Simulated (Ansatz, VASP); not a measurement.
# Be in VASP and in Ansatz

The input INCAR:

```
SYSTEM = Be
PREC = Accurate
ENCUT = 520
EDIFF = 1E-7
ISMEAR = -1
SIGMA = 0.05
LREAL = .False.
LASPH = .True.
NELM = 60
ALGO = Fast
ISIF = 2
LWAVE = .False.
LCHARG = .False.
GGA = PE
NBANDS = 9
```

KPOINTS

```
regular mesh
0
Gamma
  13 13 8
  0 0 0
```

File POSCAR:

```
Be
1.0
    2.2853000000      0.0000000000      0.0000000000
   -1.1426500000      1.9791278553      0.0000000000
    0.0000000000      0.0000000000      3.5842000000
Be
2
Direct
    0.6666666667      0.3333333333      0.7500000000
    0.3333333333      0.6666666667      0.2500000000
```

Contents of input.yaml:

```yaml
crystal:
  lattice:
    - [2.2853, 0.0, 0.0]
    - [-1.14265, 1.9791278553, 0.0]
    - [0.0, 0.0, 3.5842]
  atoms:
    - { symbol: Be, position: [0.6666666667, 0.3333333333, 0.75] }
    - { symbol: Be, position: [0.3333333333, 0.6666666667, 0.25] }
hamiltonian:
  xc: pbe
  pseudopotentials: { kind: paw }
kpoints:
  mp_grid: { grid: [13, 13, 8] }
scf:
  occupations: { method: fermi_dirac, width: 0.05 }
output:
  forces: true
  stress: true
  eigenvalues: true
```

Alike in both runs: task single point; functional PBE; k mesh 13 × 13 × 8; occupations fermi-dirac, width 0.05 eV; no spin polarisation.

|  | VASP | Ansatz |
| --- | --- | --- |
| version | VASP 6.6.1 | Ansatz 0.2.0 |
| potentials or method | VASP PAW PBE potentials, release 64 (Be) | Ansatz PAW |
| plane-wave cutoff (eV) | 520 | 420 |
| valence electrons in the cell | 4 | 4 |

|  | VASP | Ansatz | Ansatz less VASP |
| --- | --- | --- | --- |
| gap on the k mesh at the Fermi level (eV) | none | none | - |
| pressure (GPa) | -2.7 | -2.8 | -0.14 |
| traceless stress, the component that is largest in VASP (GPa) | -0.70 | -0.73 | -0.029 |

A gap of «none» marks a metal or a gap that the smearing closes.
